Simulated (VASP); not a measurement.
# TiB2 (P6/mmm) in VASP: further runs

The runs below take TiB2 through single point, with PBEsol+D4, RPBE+D4.

Program: VASP 6.6.1. These are calculated values, not measurements. Logs are shortened: lines on timing, memory, paths and dates and some standing lists are left out, and cuts for length are marked.

### 1 The cell of the first run

Symmetry: P6/mmm, No. 191, hexagonal system. Conventional cell: a = 3.004 Å, b = 3.004 Å, c = 3.160 Å, α = 90.00°, β = 90.00°, γ = 120.00°. Ti (site symmetry 6/mmm) has 12 B at 2.35 Å and 8 Ti at 3.00 to 3.16 Å within 3.2 Å. Within 2.4 Å of B (site symmetry -6m2) lie 3 B at 1.73 Å and 6 Ti at 2.35 Å.

### 2 Single point, PBEsol+D4

The input, INCAR:

```
PREC = Accurate
ENCUT = 520
EDIFF = 1E-6
ISMEAR = -1
SIGMA = 0.05
LREAL = F
LASPH = T
NELM = 60
ALGO = Normal
ISIF = 2
LWAVE = F
LCHARG = F
GGA = PS
IVDW = 13
NBANDS = 16
```

The input, KPOINTS:

```
regular mesh
0
Gamma
  10 10 8
```

The input, POSCAR:

```
TiB2
1.0
    3.0039009193      0.0000000000      0.0000000000
   -1.5019504597      2.6014545066      0.0000000000
    0.0000000000      0.0000000000      3.1603485380
Ti B
1 2
Direct
    0.0000000000      0.0000000000      0.0000000000
    0.6666666667      0.3333333333      0.5000000000
    0.3333333333      0.6666666667      0.5000000000
```

Potentials or basis: VASP PAW PBE potentials, release 64 (Ti_sv, B).

Launch:

```
$ cat potpaw_PBE.64/Ti_sv/POTCAR potpaw_PBE.64/B/POTCAR > POTCAR
$ mpirun -np 1 vasp_std > vasp.out
```

OUTCAR:

```text
PREC = Accurate
   ENCUT = 520
   EDIFF = 1E-6
   ISMEAR = -1
   LREAL = F
   LASPH = T
   NELM = 60
   ISIF = 2
   GGA = PS
   IVDW = 13

 ion  position               nearest neighbor table
   1  0.000  0.000  0.000-   2 2.35   3 2.35   2 2.35   3 2.35   2 2.35   2 2.35   3 2.35   3 2.35
                             2 2.35   2 2.35   3 2.35   3 2.35
   2  0.667  0.333  0.500-   3 1.73   3 1.73   3 1.73   1 2.35   1 2.35   1 2.35   1 2.35   1 2.35
                             1 2.35
   3  0.333  0.667  0.500-   2 1.73   2 1.73   2 1.73   1 2.35   1 2.35   1 2.35   1 2.35   1 2.35
                             1 2.35

  LATTYP: Found a hexagonal cell.
 ALAT       =     3.0039009193
 C/A-ratio  =     1.0520814843

  Lattice vectors:

 A1 = (   3.0039009193,   0.0000000000,   0.0000000000)
 A2 = (  -1.5019504597,   2.6014545066,   0.0000000000)
 A3 = (   0.0000000000,   0.0000000000,   3.1603485380)

Analysis of symmetry for initial positions (statically):
=====================================================================
 Subroutine PRICEL returns:
 Original cell was already a primitive cell.

 Routine SETGRP: Setting up the symmetry group for a
 hexagonal supercell.

 Subroutine GETGRP returns: Found 24 space group operations
 (whereof 24 operations were pure point group operations)
 out of a pool of 24 trial point group operations.

The static configuration has the point symmetry D_6h.

Analysis of symmetry for dynamics (positions and initial velocities):
=====================================================================
 Subroutine PRICEL returns:
 Original cell was already a primitive cell.

 Routine SETGRP: Setting up the symmetry group for a
 hexagonal supercell.

 Subroutine GETGRP returns: Found 24 space group operations
 (whereof 24 operations were pure point group operations)
 out of a pool of 24 trial point group operations.

The dynamic configuration has the point symmetry D_6h.

 Subroutine INISYM returns: Found 24 space group operations
 (whereof 24 operations are pure point group operations),
 and found     1 'primitive' translations

----------------------------------------------------------------------------------------

                                     Primitive cell

  volume of cell :      24.6966

  direct lattice vectors                    reciprocal lattice vectors
     3.003900919  0.000000000  0.000000000     0.332900461  0.192200171  0.000000000
    -1.501950460  2.601454507  0.000000000     0.000000000  0.384400341  0.000000000
     0.000000000  0.000000000  3.160348538     0.000000000  0.000000000  0.316420796

  length of vectors
     3.003900919  3.003900919  3.160348538     0.384400341  0.384400341  0.316420796

  position of ions in fractional coordinates (direct lattice)
     0.000000000  0.000000000  0.000000000
     0.666666667  0.333333333  0.500000000
     0.333333333  0.666666667  0.500000000

  ion indices of the primitive-cell ions
   primitive index   ion index
                 1           1
                 2           2
                 3           3

----------------------------------------------------------------------------------------

 KPOINTS: regular mesh

Automatic generation of k-mesh.
 Grid dimensions read from file:
 generate k-points for:   10   10    8

 Generating k-lattice:

  Cartesian coordinates                     Fractional coordinates (reciprocal lattice)
     0.033290046  0.019220017  0.000000000     0.100000000 -0.000000000  0.000000000
     0.000000000  0.038440034  0.000000000     0.000000000  0.100000000  0.000000000
     0.000000000  0.000000000  0.039552599     0.000000000  0.000000000  0.125000000

  Length of vectors
     0.038440034  0.038440034  0.039552599

  Shift w.r.t. Gamma in fractional coordinates (k-lattice)
     0.000000000  0.000000000  0.000000000

 Subroutine IBZKPT returns following result:
 ===========================================

 Found     70 irreducible k-points:

 Following reciprocal coordinates:
            Coordinates               Weight
  0.000000  0.000000  0.000000      1.000000
  0.100000 -0.000000  0.000000      6.000000
  0.200000 -0.000000  0.000000      6.000000
  0.300000  0.000000  0.000000      6.000000
  0.400000  0.000000  0.000000      6.000000
  0.500000 -0.000000  0.000000      3.000000
[... 16 lines left out ...]
  0.300000  0.100000  0.125000     24.000000
  0.400000  0.100000  0.125000     24.000000
 [... further k-points ...]
   k-points           NKPTS =     70   k-points in BZ     NKDIM =     70   number of bands    NBANDS=     16
   number of dos      NEDOS =    301   number of ions     NIONS =      3
   total plane-waves  NPLWV =  13824
   dimension x,y,z NGX =    24 NGY =   24 NGZ =   24
   dimension x,y,z NGXF=    48 NGYF=   48 NGZF=   48
   ions per type =               1   2
   NGX,Y,Z   is equivalent  to a cutoff of  13.28, 13.28, 12.62 a.u.
   NGXF,Y,Z  is equivalent  to a cutoff of  26.56, 26.56, 25.25 a.u.
 SYSTEM =  unknown system
   PREC   = accura    normal or accurate (medium, high low for compatibility)
   ISTART =      0    job   : 0-new  1-cont  2-samecut
   ICHARG =      2    charge: 1-file 2-atom 10-const
   ISPIN  =      1    spin polarized calculation?
   LNONCOLLINEAR =      F non collinear calculations
   LSORBIT =      F    spin-orbit coupling
   LASPH  =      T    aspherical Exc in radial PAW
   ENCUT  =  520.0 eV  38.22 Ry    6.18 a.u.   5.59  5.59  5.88*2*pi/ulx,y,z
   NELM   =     60;   NELMIN=  2; NELMDL= -5     # of ELM steps
   EDIFF  = 0.1E-05   stopping-criterion for ELM
   LREAL  =      F    real-space projection
   EDIFFG = 0.1E-04   stopping-criterion for IOM
   NSW    =      0    number of steps for IOM
   IBRION =     -1    ionic relax: 0-MD 1-quasi-New 2-CG
   NFREE  =      0    steps in history (QN), initial steepest desc. (CG)
   ISIF   =      2    stress and relaxation
   ISYM   =      2    0-nonsym 1-usesym 2-fastsym
   POTIM  = 0.5000    time-step for ionic-motion
   TEBEG  =    0.0;   TEEND  =   0.0 temperature during run
   PSTRESS=    0.0 pullay stress
   NELECT =      18.0000    total number of electrons
   NUPDOWN=      -1.0000    fix difference up-down
   EMIN   =  10.00;   EMAX   =-10.00  energy-range for DOS
   EFERMI =   0.00;   METHOD = LEGACY
   ISMEAR =    -1;   SIGMA  =   0.05  broadening in eV -4-tet -1-fermi 0-gaus
   EFERMI_NEDOS =   21; number of points for ismear=-14 and -15
   IALGO  =     38    algorithm
   IMIX   =      4    mixing-type and parameters
     AMIX     =   0.40;   BMIX     =  1.00
     AMIX_MAG =   1.60;   BMIX_MAG =  1.00
  volume/ion in A,a.u.               =       8.23        55.55
  Fermi-wavevector in a.u.,A,eV,Ry     =   1.473285  2.784105 29.532374  2.170568
  Thomas-Fermi vector in A             =   2.588197
   LORBIT       =      0    0 simple, 1 ext, 2 COOP (PROOUT), +10 PAW based schemes
   GGA     = PS    functional components
   LHFCALC =     F    Hartree Fock is set to
   AEXX    =    0.0000 exact exchange contribution
   IVDW    =    13    specifies the selected vdW correction
   LEPSILON=     F    determine dielectric tensor
   LRPA    =     F    only Hartree local field effects (RPA)
 non-spin polarized calculation
  energy-cutoff  :      520.00
  volume of cell :       24.70
 maximum number of plane-waves:       684
 NGX is ok and might be reduce to    24
   NGX = 11   NGY = 11   NGZ = 11

 number of electron      17.9999999 magnetization

 Free energy of the ion-electron system (eV)
  ---------------------------------------------------
  ext. energy  EPLUGINS =         0.00000000
  ---------------------------------------------------
  free energy    TOTEN  =       -25.77869486 eV

  energy without entropy =      -25.77176451  energy(sigma->0) =      -25.77522969

 E-fermi :  10.2475     XC(G=0): -13.0590

 val. band max:       10.2415717912   @ k =   0.3000   0.2000   0.0000
 cond. band min:      10.2725734054   @ k =   0.4000   0.2000   0.0000
 fundamental gap:      0.0310016141
 Fermi energy:        10.2475112201

 k-point     1 :       0.0000    0.0000    0.0000
  band No.  band energies     occupation
      1     -46.2609      2.00000
      2     -22.7127      2.00000
      3     -22.3973      2.00000
      4     -22.3973      2.00000
      5      -3.3280      2.00000
      6       7.5662      2.00000
[... 8 lines left out ...]
     15      16.1666      0.00000
     16      17.4245      0.00000

 k-point     2 :       0.1000   -0.0000    0.0000
  band No.  band energies     occupation
      1     -46.2549      2.00000
      2     -22.7052      2.00000
      3     -22.4425      2.00000
      4     -22.4075      2.00000
      5      -3.1308      2.00000
      6       7.0294      2.00000
[... 8 lines left out ...]
     15      17.3283      0.00000
     16      18.0426      0.00000

 k-point     3 :       0.2000   -0.0000    0.0000
  band No.  band energies     occupation
      1     -46.2392      2.00000
      2     -22.6856      2.00000
      3     -22.5593      2.00000
      4     -22.4340      2.00000
      5      -2.5571      2.00000
      6       5.7262      2.00000
[... 8 lines left out ...]
     15      18.4410      0.00000
     16      19.4979      0.00000

 k-point     4 :       0.3000    0.0000    0.0000
  band No.  band energies     occupation
      1     -46.2197      2.00000
      2     -22.7009      2.00000
      3     -22.6612      2.00000
      4     -22.4667      2.00000
      5      -1.6525      2.00000
      6       4.1276      2.00000
[... 8 lines left out ...]
     15      18.0589      0.00000
     16      19.8576      0.00000

 k-point     5 :       0.4000    0.0000    0.0000
  band No.  band energies     occupation
      1     -46.2038      2.00000
      2     -22.8134      2.00000
      3     -22.6414      2.00000
      4     -22.4929      2.00000
      5      -0.4755      2.00000
      6       2.4915      2.00000
[... 8 lines left out ...]
     15      18.1625      0.00000
     16      19.2901      0.00000

 k-point     6 :       0.5000   -0.0000    0.0000
  band No.  band energies     occupation
      1     -46.1977      2.00000
      2     -22.8559      2.00000
      3     -22.6338      2.00000
      4     -22.5029      2.00000
      5       0.7868      2.00000
      6       1.0711      2.00000
[... 8 lines left out ...]
     15      18.2051      0.00000
     16      18.9901      0.00000
[... 267 lines left out ...]
 k-point    21 :       0.1000    0.1000    0.1250
  band No.  band energies     occupation
      1     -46.2412      2.00000
      2     -22.7285      2.00000
      3     -22.5160      2.00000
      4     -22.4258      2.00000
      5      -2.5447      2.00000
      6       6.3183      2.00000
[... 8 lines left out ...]
     15      18.0945      0.00000
     16      18.4545      0.00000

 k-point    22 :       0.2000    0.1000    0.1250
  band No.  band energies     occupation
      1     -46.2236      2.00000
      2     -22.7055      2.00000
      3     -22.6359      2.00000
      4     -22.4631      2.00000
      5      -1.8341      2.00000
      6       4.9624      2.00000
[... 8 lines left out ...]
     15      18.7344      0.00000
     16      20.0033      0.00000

 k-point    23 :       0.3000    0.1000    0.1250
  band No.  band energies     occupation
      1     -46.2059      2.00000
      2     -22.7545      2.00000
      3     -22.6813      2.00000
      4     -22.5006      2.00000
      5      -0.8323      2.00000
      6       3.3918      2.00000
[... 8 lines left out ...]
     15      19.0471      0.00000
     16      20.4990      0.00000

 k-point    24 :       0.4000    0.1000    0.1250
  band No.  band energies     occupation
      1     -46.1950      2.00000
      2     -22.8260      2.00000
      3     -22.6671      2.00000
      4     -22.5237      2.00000
      5       0.4078      2.00000
      6       1.8390      2.00000
[... 8 lines left out ...]
     15      19.3662      0.00000
     16      20.2515      0.00000

 [... further k-points ...]

------------------------ aborting loop because EDIFF is reached ----------------------------------------

  DFT-D4 for vdW energy calculation

  Edisp (eV):   -0.61932

  FORCE on cell =-STRESS in cart. coord.  units (eV):
  Direction    XX          YY          ZZ          XY          YZ          ZX
  --------------------------------------------------------------------------------------
  -------------------------------------------------------------------------------------
  Total       0.08060     0.08060     0.05874    -0.00000    -0.00000     0.00000
  in kB       5.22903     5.22903     3.81092    -0.00000    -0.00000     0.00000
  external pressure =        4.76 kB  Pullay stress =        0.00 kB

 VOLUME and BASIS-vectors are now :
 -----------------------------------------------------------------------------
  energy-cutoff  :      520.00
  volume of cell :       24.70
      direct lattice vectors                 reciprocal lattice vectors
     3.003900919  0.000000000  0.000000000     0.332900461  0.192200171  0.000000000
    -1.501950460  2.601454507  0.000000000     0.000000000  0.384400341  0.000000000
     0.000000000  0.000000000  3.160348538     0.000000000  0.000000000  0.316420796

 POSITION                                       TOTAL-FORCE (eV/Angst)
 -----------------------------------------------------------------------------------
      0.00000      0.00000      0.00000         0.000000      0.000000     -0.000000
      1.50195      0.86715      1.58017        -0.000000      0.000000     -0.000000
     -0.00000      1.73430      1.58017        -0.000000     -0.000000      0.000000
 -----------------------------------------------------------------------------------
    total drift:                               -0.000000      0.000000      0.000000

  FREE ENERGIE OF THE ION-ELECTRON SYSTEM (eV)
  ---------------------------------------------------
  free  energy   TOTEN  =       -26.3980162285 eV

  energy  without entropy=      -26.3910858848  energy(sigma->0) =      -26.39455106
```

Run time: 16 s. Hardware: 1 thread of AMD EPYC 9R45 (Zen 5), shared host; peak memory 0.12 GiB.

What came out:

```yaml
Free_energy: -26.3980 eV
Pressure: 0.5 GPa
Band_gap_on_the_k_mesh: zero (bands 9 and 10 overlap by 0.79 eV)
Dispersion_energy_per_atom: -0.206 eV
```

Caveat: the PAW data sets were made with another functional, which shifts forces and pressure a little.

### 3 Single point, RPBE+D4

This run uses another cell than the first one, of 8.14 Å³/atom.

The input, INCAR:

```
SYSTEM = TiB2
PREC = Accurate
ENCUT = 520
EDIFF = 1E-6
ISMEAR = -1
SIGMA = 0.05
LREAL = .False.
LASPH = .True.
NELM = 80
ALGO = Normal
ISIF = 2
LWAVE = .False.
LCHARG = .False.
GGA = RP
IVDW = 13
NBANDS = 16
```

The input, KPOINTS:

```
Automatic mesh
0
Gamma
  10 10 8
  0 0 0
```

The input, POSCAR:

```
TiB2
1.0
    2.9972560965      0.0000000000      0.0000000000
   -1.4986280483      2.5956999212      0.0000000000
    0.0000000000      0.0000000000      3.1377707792
Ti B
1 2
Direct
    0.0000000000      0.0000000000      0.0000000000
    0.6666666667      0.3333333333      0.5000000000
    0.3333333333      0.6666666667      0.5000000000
```

Potentials or basis: VASP PAW PBE potentials, release 64 (Ti_sv, B).

Launch:

```
$ cat potpaw_PBE.64/Ti_sv/POTCAR potpaw_PBE.64/B/POTCAR > POTCAR
$ mpirun -np 1 vasp_std > vasp.out
```

Wall time 16 s (1 thread of AMD EPYC 9R45 (Zen 5), shared host); peak memory 0.12 GiB.

It converged, with:

```yaml
Free_energy: -25.5398 eV
Pressure: 0.2 GPa
Band_gap_on_the_k_mesh: zero (bands 9 and 10 overlap by 0.88 eV)
Dispersion_energy_per_atom: -0.772 eV
```

Levels at points of the mesh, in eV from the Fermi level:
```
           k point  band 5  band 6  band 7  band 8  band 9  band 10  band 11  band 12  band 13  band 14
(0.00, 0.00, 0.00)  -13.76   -2.76   -2.76   -2.12   -2.07     2.13     2.13     4.10     4.10     5.92
(0.50, 0.00, 0.00)   -9.58   -9.34   -3.31   -3.17   -2.34     1.55     2.96     3.50     3.69     7.94
(0.00, 0.00, 0.50)  -11.61   -7.76   -0.53   -0.53   -0.23    -0.23     0.54     0.54     2.08     6.64
(0.50, 0.00, 0.50)   -9.95   -7.57   -4.82   -3.95   -3.14     2.88     3.18     5.01     5.06     5.63
```

Caveat: the PAW data sets were made with another functional, which shifts forces and pressure a little.

The gap in the log of VASP goes by the Fermi energy; the results here count the filled bands.